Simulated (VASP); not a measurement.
# Co (Fm-3m) in VASP: single point with PBE

Aim: the single point of Co with PBE.

Program: VASP 6.6.1. These are calculated values, not measurements. Logs are shortened: lines on timing, memory, paths and dates and some standing lists are left out, and cuts for length are marked.

## (1) The cell of the first run

The structure is cubic, space group Fm-3m (No. 225). The conventional cell has a = 3.628 Å, b = 3.628 Å, c = 3.628 Å, α = 90.00°, β = 90.00°, γ = 90.00°. Within 3.4 Å of Co (site symmetry m-3m) lie 12 Co at 2.57 Å.

This isn't the form of Co at room conditions, which is hcp.

## (2) Single point, PBE

Contents of INCAR:

```
SYSTEM = Co
ALGO     = Normal         ! electronic algorithm
EDIFF    = 1E-6           ! SCF threshold, eV
ENCUT    = 520            ! plane-wave cutoff, eV
GGA      = PE             ! functional
ISIF     = 2              ! what is computed and relaxed
ISMEAR   = -1             ! smearing method
LASPH    = .TRUE.         ! aspherical terms in the spheres
LCHARG   = .TRUE.         ! write CHGCAR
LELF     = .TRUE.         ! ELF
LREAL    = .FALSE.        ! projectors in reciprocal space
LVHAR    = .TRUE.       
LWAVE    = .FALSE.        ! write WAVECAR
NBANDS   = 16             ! bands
NELM     = 60             ! most SCF steps
PREC     = Accurate       ! precision mode
SIGMA    = 0.1            ! smearing width, eV
```

Contents of KPOINTS:

```
k-points
0
G
  8 8 8
  0 0 0
```

Contents of POSCAR:

```
Co
1.0
    1.8140270000      1.8140270000      3.6280540000
    3.6280540000      1.8140270000      1.8140270000
    1.8140270000      3.6280540000      1.8140270000
Co
2
Direct
    0.0000000000      0.0000000000      0.0000000000
    0.5000000000      0.5000000000      0.5000000000
```

Potentials or basis: VASP PAW PBE potentials, release 64 (Co).

Started as:

```
$ cat potpaw_PBE.64/Co/POTCAR > POTCAR
$ mpirun -np 1 vasp_std > vasp.out
```

OUTCAR:

```text
SYSTEM = Co
   EDIFF = 1E-6
   ENCUT = 520
   GGA = PE
   ISIF = 2
   ISMEAR = -1
   LASPH = .TRUE.
   LREAL = .FALSE.
   NELM = 60
   PREC = Accurate

 ion  position               nearest neighbor table
   1  0.000  0.000  0.000-   2 2.57   2 2.57   2 2.57   2 2.57   2 2.57   2 2.57
   2  0.500  0.500  0.500-   1 2.57   1 2.57   1 2.57   1 2.57   1 2.57   1 2.57

  LATTYP: Found a trigonal (rhomboedric) cell.
 ALAT       =     4.4434405296
 COS(alpha) =     0.8333333333

  Lattice vectors:

 A1 = (   1.8140270000,   1.8140270000,   3.6280540000)
 A2 = (   3.6280540000,   1.8140270000,   1.8140270000)
 A3 = (   1.8140270000,   3.6280540000,   1.8140270000)

Analysis of symmetry for initial positions (statically):
=====================================================================
 Subroutine PRICEL returns following result:

  LATTYP: Found a face centered cubic cell.
 ALAT       =     3.6280540000

  Lattice vectors:

 A1 = (  -1.8140270000,   1.8140270000,   0.0000000000)
 A2 = (   0.0000000000,   1.8140270000,  -1.8140270000)
 A3 = (  -1.8140270000,   0.0000000000,  -1.8140270000)

   2 primitive cells build up your supercell.

 Routine SETGRP: Setting up the symmetry group for a
 trigonal (rhombohedral) supercell.

 Subroutine GETGRP returns: Found 12 space group operations
 (whereof 12 operations were pure point group operations)
 out of a pool of 12 trial point group operations.

The static configuration has the point symmetry D_3d.

Analysis of symmetry for dynamics (positions and initial velocities):
=====================================================================
 Subroutine PRICEL returns following result:

  LATTYP: Found a face centered cubic cell.
 ALAT       =     3.6280540000

  Lattice vectors:

 A1 = (  -1.8140270000,   1.8140270000,   0.0000000000)
 A2 = (   0.0000000000,   1.8140270000,  -1.8140270000)
 A3 = (  -1.8140270000,   0.0000000000,  -1.8140270000)

   2 primitive cells build up your supercell.

 Routine SETGRP: Setting up the symmetry group for a
 trigonal (rhombohedral) supercell.

 Subroutine GETGRP returns: Found 12 space group operations
 (whereof 12 operations were pure point group operations)
 out of a pool of 12 trial point group operations.

The dynamic configuration has the point symmetry D_3d.

 Subroutine INISYM returns: Found 12 space group operations
 (whereof 12 operations are pure point group operations),
 and found     2 'primitive' translations

----------------------------------------------------------------------------------------

                                     Primitive cell

  volume of cell :      11.9388

  direct lattice vectors                    reciprocal lattice vectors
    -1.814027000  1.814027000  0.000000000    -0.275629856  0.275629856  0.275629856
     0.000000000  1.814027000 -1.814027000     0.275629856  0.275629856 -0.275629856
    -1.814027000  0.000000000 -1.814027000    -0.275629856 -0.275629856 -0.275629856

  length of vectors
     2.565421586  2.565421586  2.565421586     0.477404914  0.477404914  0.477404914

  position of ions in fractional coordinates (direct lattice)
     0.000000000  0.000000000  0.000000000

  ion indices of the primitive-cell ions
   primitive index   ion index
                 1           1

----------------------------------------------------------------------------------------

 KPOINTS: k-points

Automatic generation of k-mesh.
 Grid dimensions read from file:
 generate k-points for:    8    8    8

 Generating k-lattice:

  Cartesian coordinates                     Fractional coordinates (reciprocal lattice)
    -0.017226866 -0.017226866  0.051680598     0.125000000  0.000000000  0.000000000
     0.051680598 -0.017226866 -0.017226866    -0.000000000  0.125000000 -0.000000000
    -0.017226866  0.051680598 -0.017226866    -0.000000000 -0.000000000  0.125000000

  Length of vectors
     0.057135051  0.057135051  0.057135051

  Shift w.r.t. Gamma in fractional coordinates (k-lattice)
     0.000000000  0.000000000  0.000000000

 Subroutine IBZKPT returns following result:
 ===========================================

 Found     65 irreducible k-points:

 Following reciprocal coordinates:
            Coordinates               Weight
  0.000000  0.000000  0.000000      1.000000
  0.125000  0.000000  0.000000      6.000000
  0.250000  0.000000  0.000000      6.000000
  0.375000  0.000000  0.000000      6.000000
  0.500000  0.000000  0.000000      3.000000
  0.125000  0.125000  0.000000      6.000000
[... 16 lines left out ...]
  0.250000  0.125000  0.125000      6.000000
  0.375000  0.125000  0.125000      6.000000
 [... further k-points ...]
   k-points           NKPTS =     65   k-points in BZ     NKDIM =     65   number of bands    NBANDS=     16
   number of dos      NEDOS =    301   number of ions     NIONS =      2
   total plane-waves  NPLWV =  46656
   dimension x,y,z NGX =    36 NGY =   36 NGZ =   36
   dimension x,y,z NGXF=    72 NGYF=   72 NGZF=   72
   ions per type =               2
   NGX,Y,Z   is equivalent  to a cutoff of  13.47, 13.47, 13.47 a.u.
   NGXF,Y,Z  is equivalent  to a cutoff of  26.94, 26.94, 26.94 a.u.
 SYSTEM =  Co
   PREC   = accura    normal or accurate (medium, high low for compatibility)
   ISTART =      0    job   : 0-new  1-cont  2-samecut
   ICHARG =      2    charge: 1-file 2-atom 10-const
   ISPIN  =      1    spin polarized calculation?
   LNONCOLLINEAR =      F non collinear calculations
   LSORBIT =      F    spin-orbit coupling
   LASPH  =      T    aspherical Exc in radial PAW
   ENCUT  =  520.0 eV  38.22 Ry    6.18 a.u.   8.26  8.26  8.26*2*pi/ulx,y,z
   NELM   =     60;   NELMIN=  2; NELMDL= -5     # of ELM steps
   EDIFF  = 0.1E-05   stopping-criterion for ELM
   LREAL  =      F    real-space projection
   EDIFFG = 0.1E-04   stopping-criterion for IOM
   NSW    =      0    number of steps for IOM
   IBRION =     -1    ionic relax: 0-MD 1-quasi-New 2-CG
   NFREE  =      0    steps in history (QN), initial steepest desc. (CG)
   ISIF   =      2    stress and relaxation
   ISYM   =      2    0-nonsym 1-usesym 2-fastsym
   POTIM  = 0.5000    time-step for ionic-motion
   TEBEG  =    0.0;   TEEND  =   0.0 temperature during run
   PSTRESS=    0.0 pullay stress
   NELECT =      18.0000    total number of electrons
   NUPDOWN=      -1.0000    fix difference up-down
   EMIN   =  10.00;   EMAX   =-10.00  energy-range for DOS
   EFERMI =   0.00;   METHOD = LEGACY
   ISMEAR =    -1;   SIGMA  =   0.10  broadening in eV -4-tet -1-fermi 0-gaus
   EFERMI_NEDOS =   21; number of points for ismear=-14 and -15
   IALGO  =     38    algorithm
   IMIX   =      4    mixing-type and parameters
     AMIX     =   0.40;   BMIX     =  1.00
     AMIX_MAG =   1.60;   BMIX_MAG =  1.00
  volume/ion in A,a.u.               =      11.94        80.57
  Fermi-wavevector in a.u.,A,eV,Ry     =   1.489939  2.815577 30.203835  2.219919
  Thomas-Fermi vector in A             =   2.602784
   LORBIT       =      0    0 simple, 1 ext, 2 COOP (PROOUT), +10 PAW based schemes
   GGA     = PE    functional components
   LHFCALC =     F    Hartree Fock is set to
   AEXX    =    0.0000 exact exchange contribution
   IVDW    =     0    specifies the selected vdW correction
   LEPSILON=     F    determine dielectric tensor
   LRPA    =     F    only Hartree local field effects (RPA)
 non-spin polarized calculation
  energy-cutoff  :      520.00
  volume of cell :       23.88
 maximum number of plane-waves:       663
 NGX is ok and might be reduce to    36
   NGX = 17   NGY = 17   NGZ = 17

 number of electron      18.0000000 magnetization

 Free energy of the ion-electron system (eV)
  ---------------------------------------------------
  ext. energy  EPLUGINS =         0.00000000
  ---------------------------------------------------
  free energy    TOTEN  =       -13.44216901 eV

  energy without entropy =      -13.24435484  energy(sigma->0) =      -13.34326192

 E-fermi :   8.7550     XC(G=0): -12.8658

 val. band max:        8.7506643458   @ k =   0.2500   0.1250   0.1250
 cond. band min:       8.7557217919   @ k =   0.5000   0.5000   0.3750
 fundamental gap:      0.0050574460
 Fermi energy:         8.7550371700

 k-point     1 :       0.0000    0.0000    0.0000
  band No.  band energies     occupation
      1       0.5908      2.00000
      2       4.7081      2.00000
      3       7.1589      2.00000
      4       7.1589      2.00000
      5       7.2075      2.00000
      6       7.2075      2.00000
[... 8 lines left out ...]
     15      31.0895      0.00000
     16      32.3956      0.00000

 k-point     2 :       0.1250    0.0000    0.0000
  band No.  band energies     occupation
      1       1.1157      2.00000
      2       5.0342      2.00000
      3       6.8850      2.00000
      4       7.0326      2.00000
      5       7.3444      2.00000
      6       7.3454      2.00000
[... 8 lines left out ...]
     15      29.5953      0.00000
     16      30.2917      0.00000

 k-point     3 :       0.2500    0.0000    0.0000
  band No.  band energies     occupation
      1       2.5727      2.00000
      2       5.7294      2.00000
      3       6.2910      2.00000
      4       6.6346      2.00000
      5       6.9482      2.00000
      6       7.4731      1.99999
[... 8 lines left out ...]
     15      25.1451      0.00000
     16      27.9600      0.00000

 k-point     4 :       0.3750    0.0000    0.0000
  band No.  band energies     occupation
      1       4.4079      2.00000
      2       5.8009      2.00000
      3       6.0021      2.00000
      4       6.2857      2.00000
      5       7.0845      2.00000
      6       7.1644      2.00000
[... 8 lines left out ...]
     15      20.8273      0.00000
     16      26.5031      0.00000
[... 324 lines left out ...]
 k-point    22 :       0.1250    0.1250    0.1250
  band No.  band energies     occupation
      1       0.7355      2.00000
      2       4.6286      2.00000
      3       7.1697      2.00000
      4       7.1829      2.00000
      5       7.1829      2.00000
      6       7.2415      2.00000
[... 8 lines left out ...]
     15      30.6959      0.00000
     16      32.4371      0.00000

 k-point    23 :       0.2500    0.1250    0.1250
  band No.  band energies     occupation
      1       1.3492      2.00000
      2       4.9138      2.00000
      3       6.9222      2.00000
      4       6.9622      2.00000
      5       7.3008      2.00000
      6       7.3974      2.00000
[... 8 lines left out ...]
     15      30.0566      0.00000
     16      31.0401      0.00000

 k-point    24 :       0.3750    0.1250    0.1250
  band No.  band energies     occupation
      1       2.8539      2.00000
      2       5.6379      2.00000
      3       6.4501      2.00000
      4       6.5034      2.00000
      5       6.6913      2.00000
      6       7.5669      1.99999
[... 8 lines left out ...]
     15      26.5176      0.00000
     16      28.3999      0.00000

 [... further k-points ...]

------------------------ aborting loop because EDIFF is reached ----------------------------------------

  FORCE on cell =-STRESS in cart. coord.  units (eV):
  Direction    XX          YY          ZZ          XY          YZ          ZX
  --------------------------------------------------------------------------------------
  -------------------------------------------------------------------------------------
  Total       -3.7832618     -3.7832618     -3.7832618     -0.0075626     -0.0075626     -0.0075626
  in kB     -253.8550114   -253.8550114   -253.8550114     -0.5074499     -0.5074499     -0.5074499
  external PRESSURE =    -253.8550114 kB  Pullay stress =       0.0000000 kB

 VOLUME and BASIS-vectors are now :
 -----------------------------------------------------------------------------
  energy-cutoff  :      520.00
  volume of cell :       23.88
      direct lattice vectors                 reciprocal lattice vectors
     1.814027000  1.814027000  3.628054000    -0.137814928 -0.137814928  0.413444783
     3.628054000  1.814027000  1.814027000     0.413444783 -0.137814928 -0.137814928
     1.814027000  3.628054000  1.814027000    -0.137814928  0.413444783 -0.137814928

 POSITION                                       TOTAL-FORCE (eV/Angst)
 -----------------------------------------------------------------------------------
      0.00000      0.00000      0.00000        -0.000000      0.000000      0.000000
      3.62805      3.62805      3.62805         0.000000     -0.000000     -0.000000
 -----------------------------------------------------------------------------------
    total drift:                                0.000000      0.000000      0.000000

  FREE ENERGIE OF THE ION-ELECTRON SYSTEM (eV)
  ---------------------------------------------------
  free  energy   TOTEN  =       -13.4421690063 eV

  energy  without entropy=      -13.2443548421  energy(sigma->0) =      -13.34326192
```

Wall time 63 s (1 thread of Intel Xeon 8259CL, shared host); peak memory 0.21 GiB.

Results:

```yaml
Free_energy: -13.4422 eV
Pressure: -25.4 GPa
Band_gap_on_the_k_mesh: zero (bands 9 and 10 overlap by 0.97 eV)
```

Levels at points of the mesh, in eV from the Fermi level:
```
           k point  band 5  band 6  band 7  band 8  band 9  band 10  band 11  band 12  band 13  band 14
(0.00, 0.00, 0.00)   -1.55   -1.55   -1.54   -0.46   -0.46     0.05     0.27     0.27     6.06    20.98
(0.50, 0.00, 0.00)   -1.58   -1.58   -0.73   -0.73    0.32     0.32     2.75     2.75     8.52     8.52
(0.50, 0.50, 0.00)   -1.59    0.05    0.25    0.27    0.27     0.45     0.45     2.64     6.06     9.33
(0.50, 0.50, 0.50)   -1.35   -1.35   -1.35   -1.35   -0.37    -0.37    -0.37    -0.37    14.09    14.09
```

Caveat: the cell stands under tension; the run has no spin polarisation, though such a crystal can be magnetic. Spin polarisation is off, so any magnetic state and its effect on volume and gap are missing.
